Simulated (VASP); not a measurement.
# KBr (P4mm) in VASP: a series of runs

Runs on KBr. Level: PBE. Tasks: single point.

Everything below comes from runs of VASP 6.6.1. Logs are shortened: lines on timing, memory, paths and dates and some standing lists are left out, and cuts for length are marked.

## 1. The cell of the first run

It takes space group P4mm (No. 99, tetragonal). The conventional cell has a = 4.043 Å, b = 4.043 Å, c = 4.043 Å, α = 90.00°, β = 90.00°, γ = 90.00°. K (site symmetry 4mm) has 8 Br at 3.24 to 3.81 Å and 6 K at 4.04 Å within 4.3 Å. Within 4.3 Å of Br (site symmetry 4mm) lie 8 K at 3.24 to 3.81 Å and 6 Br at 4.04 Å.

## 2. Single point, PBE

INCAR reads:

```
ALGO = Normal ; EDIFF = 1E-6
ENCUT = 520 ; GGA = PE
ISIF = 2 ; ISMEAR = 0
LASPH = T ; LCHARG = F
LREAL = F ; LWAVE = F
NBANDS = 15 ; NELM = 80
PREC = Accurate ; SIGMA = 0.05
```

KPOINTS reads:

```
k-points
0
Gamma
  6 6 6
```

POSCAR reads:

```
KBr
1.0
    4.0434990000      0.0000000000      0.0000000000
    0.0000000000      4.0434990000      0.0000000000
    0.0000000000      0.0000000000      4.0434990000
K Br
1 1
Direct
    0.1236552797      0.0000000000      0.0000000000
    0.5000000000      0.5000000000      0.5000000000
```

Potentials or basis: VASP PAW PBE potentials, release 64 (K_sv, Br).

Started as:

```console
$ cat potpaw_PBE.64/K_sv/POTCAR potpaw_PBE.64/Br/POTCAR > POTCAR
$ mpirun -np 1 vasp_std > vasp.out
```

OUTCAR:

```text
EDIFF = 1E-6
   ENCUT = 520
   GGA = PE
   ISIF = 2
   ISMEAR = 0
   LASPH = T
   LREAL = F
   NELM = 80
   PREC = Accurate

 ion  position               nearest neighbor table
   1  0.124  0.000  0.000-   2 3.24   2 3.24   2 3.24   2 3.24
   2  0.500  0.500  0.500-   1 3.24   1 3.24   1 3.24   1 3.24

  LATTYP: Found a simple cubic cell.
 ALAT       =     4.0434990000

  Lattice vectors:

 A1 = (   4.0434990000,   0.0000000000,   0.0000000000)
 A2 = (   0.0000000000,   4.0434990000,   0.0000000000)
 A3 = (   0.0000000000,   0.0000000000,   4.0434990000)

Analysis of symmetry for initial positions (statically):
=====================================================================
 Subroutine PRICEL returns:
 Original cell was already a primitive cell.

 Routine SETGRP: Setting up the symmetry group for a
 simple cubic supercell.

 Subroutine GETGRP returns: Found  8 space group operations
 (whereof  8 operations were pure point group operations)
 out of a pool of 48 trial point group operations.

The static configuration has the point symmetry C_4v.

Analysis of symmetry for dynamics (positions and initial velocities):
=====================================================================
 Subroutine PRICEL returns:
 Original cell was already a primitive cell.

 Routine SETGRP: Setting up the symmetry group for a
 simple cubic supercell.

 Subroutine GETGRP returns: Found  8 space group operations
 (whereof  8 operations were pure point group operations)
 out of a pool of 48 trial point group operations.

The dynamic configuration has the point symmetry C_4v.

 Subroutine INISYM returns: Found  8 space group operations
 (whereof  8 operations are pure point group operations),
 and found     1 'primitive' translations

----------------------------------------------------------------------------------------

                                     Primitive cell

  volume of cell :      66.1107

  direct lattice vectors                    reciprocal lattice vectors
     4.043499000  0.000000000  0.000000000     0.247310559  0.000000000  0.000000000
     0.000000000  4.043499000  0.000000000     0.000000000  0.247310559  0.000000000
     0.000000000  0.000000000  4.043499000     0.000000000  0.000000000  0.247310559

  length of vectors
     4.043499000  4.043499000  4.043499000     0.247310559  0.247310559  0.247310559

  position of ions in fractional coordinates (direct lattice)
[... 83 lines left out ...]
   IBRION =     -1    ionic relax: 0-MD 1-quasi-New 2-CG
   NFREE  =      0    steps in history (QN), initial steepest desc. (CG)
   ISIF   =      2    stress and relaxation
   ISYM   =      2    0-nonsym 1-usesym 2-fastsym
   POTIM  = 0.5000    time-step for ionic-motion
   TEBEG  =    0.0;   TEEND  =   0.0 temperature during run
   PSTRESS=    0.0 pullay stress
   NELECT =      16.0000    total number of electrons
   NUPDOWN=      -1.0000    fix difference up-down
   EMIN   =  10.00;   EMAX   =-10.00  energy-range for DOS
   EFERMI =   0.00;   METHOD = LEGACY
   ISMEAR =     0;   SIGMA  =   0.05  broadening in eV -4-tet -1-fermi 0-gaus
   EFERMI_NEDOS =   21; number of points for ismear=-14 and -15
   IALGO  =     38    algorithm
   IMIX   =      4    mixing-type and parameters
     AMIX     =   0.40;   BMIX     =  1.00
     AMIX_MAG =   1.60;   BMIX_MAG =  1.00
  volume/ion in A,a.u.               =      33.06       223.07
  Fermi-wavevector in a.u.,A,eV,Ry     =   1.020213  1.927923 14.161412  1.040834
  Thomas-Fermi vector in A             =   2.153770
   LORBIT       =      0    0 simple, 1 ext, 2 COOP (PROOUT), +10 PAW based schemes
   GGA     = PE    functional components
   LHFCALC =     F    Hartree Fock is set to
   AEXX    =    0.0000 exact exchange contribution
   IVDW    =     0    specifies the selected vdW correction
   LEPSILON=     F    determine dielectric tensor
   LRPA    =     F    only Hartree local field effects (RPA)
 non-spin polarized calculation
 Gauss-broadening in eV      SIGMA  =   0.05
  energy-cutoff  :      520.00
  volume of cell :       66.11
 maximum number of plane-waves:      1800
   NGX = 15   NGY = 15   NGZ = 15

 number of electron      15.9999996 magnetization

 Free energy of the ion-electron system (eV)
  ---------------------------------------------------
  ext. energy  EPLUGINS =         0.00000000
  ---------------------------------------------------
  free energy    TOTEN  =        -6.00627667 eV

  energy without entropy =       -6.00627667  energy(sigma->0) =       -6.00627667

 E-fermi :  -0.4817     XC(G=0):  -7.7836

 val. band max:       -0.8076902190   @ k =   0.0000   0.5000   0.5000
 cond. band min:       3.1107506113   @ k =   0.0000   0.0000   0.0000
 fundamental gap:      3.9184408304
 Fermi energy:        -0.4816542043

 k-point     1 :       0.0000    0.0000    0.0000
  band No.  band energies     occupation
      1     -29.3450      2.00000
      2     -13.6322      2.00000
      3     -12.7754      2.00000
      4     -12.7754      2.00000
      5     -12.7355      2.00000
      6      -1.0998      2.00000
      7      -1.0801      2.00000
      8      -1.0801      2.00000
      9       3.1108      0.00000
     10       5.0152      0.00000
     11       5.5785      0.00000
     12       8.7611      0.00000
     13       9.1092      0.00000
     14       9.1092      0.00000
[... 401 lines left out ...]
      2     -13.6478      2.00000
      3     -12.8465      2.00000
      4     -12.7963      2.00000
      5     -12.6033      2.00000
      6      -2.1782      2.00000
      7      -1.4050      2.00000
      8      -1.3890      2.00000
      9       5.5115      0.00000
     10       6.2420      0.00000
     11       6.9094      0.00000
     12       7.6050      0.00000
     13       7.9847      0.00000
     14       8.8298      0.00000
     15      10.6306      0.00000

 [... further k-points ...]
[... 5 lines left out ...]
  --------------------------------------------------------------------------------------
  -------------------------------------------------------------------------------------
  Total        0.3420430      0.5017709      0.5017709      0.0000000      0.0000000      0.0000000
  in kB        8.2893281     12.1602921     12.1602921      0.0000000      0.0000000      0.0000000
  external PRESSURE =      10.8699708 kB  Pullay stress =       0.0000000 kB

 VOLUME and BASIS-vectors are now :
 -----------------------------------------------------------------------------
  energy-cutoff  :      520.00
  volume of cell :       66.11
      direct lattice vectors                 reciprocal lattice vectors
     4.043499000  0.000000000  0.000000000     0.247310559  0.000000000  0.000000000
     0.000000000  4.043499000  0.000000000     0.000000000  0.247310559  0.000000000
     0.000000000  0.000000000  4.043499000     0.000000000  0.000000000  0.247310559

 POSITION                                       TOTAL-FORCE (eV/Angst)
 -----------------------------------------------------------------------------------
      0.50000      0.00000      0.00000        -0.298673     -0.000000     -0.000000
      2.02175      2.02175      2.02175         0.298673      0.000000      0.000000
 -----------------------------------------------------------------------------------
    total drift:                                0.000431     -0.000000      0.000000

  FREE ENERGIE OF THE ION-ELECTRON SYSTEM (eV)
  ---------------------------------------------------
  free  energy   TOTEN  =        -6.0062766685 eV

  energy  without entropy=       -6.0062766685  energy(sigma->0) =       -6.00627667
```

stdout:

```text
POSCAR found type information on POSCAR K Br
 POSCAR found :  2 types and       2 ions
 scaLAPACK will be used
 LDA part: xc-table for (Slater+PW92), standard interpolation
 POSCAR, INCAR and KPOINTS ok, starting setup
 FFT: planning ... GRIDC
 FFT: planning ... GRID_SOFT
 FFT: planning ... GRID
 WAVECAR not read
 entering main loop
```

It took 34 s on 1 thread of Intel Xeon Platinum 8259CL at 2.50GHz (Skylake/Cascade Lake), shared host; peak memory 0.18 GiB.

Results:

```yaml
Free_energy: -6.0063 eV
Pressure: 1.1 GPa
Largest_force: 0.299 eV/Å
Band_gap_on_the_k_mesh: 3.92 eV, indirect (least direct gap 4.19 eV)
```

Forces on the atoms (eV/Å):
```
K   -0.299  0.000  0.000
Br   0.299  0.000  0.000
```

Stress tensor (GPa, compression positive):
```
0.83 0.00 0.00
0.00 1.22 0.00
0.00 0.00 1.22
```

Caveat: the cell differs from its parent crystal (all K atoms moved -0.500 Å, as atom 1 towards its neighbour atom 1 (K) at 4.043 Å). A k mesh can miss the band edges.

## 3. Single point, PBE

INCAR reads:

```
  PREC = Accurate
  ENCUT = 520
  EDIFF = 1E-6
  ISMEAR = 0
  SIGMA = 0.05
  LREAL = F
  LASPH = T
  NELM = 80
  ALGO = Normal
  ISIF = 2
  LWAVE = F
  LCHARG = T
  GGA = PE
  LELF = T
  LVHAR = T
  NBANDS = 15
```

KPOINTS reads:

```
Automatic mesh
0
Gamma
  6 6 6
```

Changes to POSCAR since step 2:

```diff
@@ -8,3 +8,3 @@
 Direct
-    0.1236552797      0.0000000000      0.0000000000
+   -0.0927414598      0.0000000000      0.0000000000
     0.5000000000      0.5000000000      0.5000000000
```

Potentials or basis: VASP PAW PBE potentials, release 64 (K_sv, Br).

Started as:

```console
$ cat potpaw_PBE.64/K_sv/POTCAR potpaw_PBE.64/Br/POTCAR > POTCAR
$ mpirun -np 1 vasp_std > vasp.out
```

OUTCAR:

```text
PREC = Accurate
   ENCUT = 520
   EDIFF = 1E-6
   ISMEAR = 0
   LREAL = F
   LASPH = T
   NELM = 80
   ISIF = 2
   GGA = PE

 ion  position               nearest neighbor table
   1  0.907  0.000  0.000-   2 3.30   2 3.30   2 3.30   2 3.30
   2  0.500  0.500  0.500-   1 3.30   1 3.30   1 3.30   1 3.30

  LATTYP: Found a simple cubic cell.
 ALAT       =     4.0434990000

  Lattice vectors:

 A1 = (   4.0434990000,   0.0000000000,   0.0000000000)
 A2 = (   0.0000000000,   4.0434990000,   0.0000000000)
 A3 = (   0.0000000000,   0.0000000000,   4.0434990000)
[... 607 lines left out ...]
     10       6.2573      0.00000
     11       6.8252      0.00000
     12       7.6805      0.00000
     13       8.0433      0.00000
     14       8.6634      0.00000
     15      10.6325      0.00000

 [... further k-points ...]
[... 5 lines left out ...]
  --------------------------------------------------------------------------------------
  -------------------------------------------------------------------------------------
  Total        0.2028951      0.2775975      0.2775975      0.0000000     -0.0000000      0.0000000
  in kB        4.9171122      6.7275052      6.7275052      0.0000000     -0.0000000      0.0000000
  external PRESSURE =       6.1240408 kB  Pullay stress =       0.0000000 kB

 VOLUME and BASIS-vectors are now :
 -----------------------------------------------------------------------------
  energy-cutoff  :      520.00
  volume of cell :       66.11
      direct lattice vectors                 reciprocal lattice vectors
     4.043499000  0.000000000  0.000000000     0.247310559  0.000000000  0.000000000
     0.000000000  4.043499000  0.000000000     0.000000000  0.247310559  0.000000000
     0.000000000  0.000000000  4.043499000     0.000000000  0.000000000  0.247310559

 POSITION                                       TOTAL-FORCE (eV/Angst)
 -----------------------------------------------------------------------------------
      3.66850      0.00000      0.00000         0.217487     -0.000000     -0.000000
      2.02175      2.02175      2.02175        -0.217487      0.000000      0.000000
 -----------------------------------------------------------------------------------
    total drift:                               -0.000588     -0.000000      0.000000

  FREE ENERGIE OF THE ION-ELECTRON SYSTEM (eV)
  ---------------------------------------------------
  free  energy   TOTEN  =        -6.0384901909 eV

  energy  without entropy=       -6.0384901909  energy(sigma->0) =       -6.03849019
```

stdout:

```text
POSCAR found type information on POSCAR K Br
 POSCAR found :  2 types and       2 ions
 scaLAPACK will be used
 LDA part: xc-table for (Slater+PW92), standard interpolation
 POSCAR, INCAR and KPOINTS ok, starting setup
 FFT: planning ... GRIDC
 FFT: planning ... GRID_SOFT
 FFT: planning ... GRID
 WAVECAR not read
 entering main loop
```

Wall time 39 s (1 thread of Intel Xeon Platinum 8259CL at 2.50GHz (Skylake/Cascade Lake), shared host); peak memory 0.18 GiB.

What came out:

```
Free energy            : -6.0385 eV
Pressure               : 0.6 GPa
Largest force          : 0.217 eV/Å
Band gap on the k mesh : 3.90 eV, indirect (least direct gap 4.16 eV)
```

Forces on the atoms (eV/Å):
```
K    0.217  0.000  0.000
Br  -0.217  0.000  0.000
```

Caveat: the cell differs from its parent crystal (all K atoms moved +0.375 Å, as atom 1 towards its neighbour atom 1 (K) at 4.043 Å).

(Part 1 of 2 ends here.)
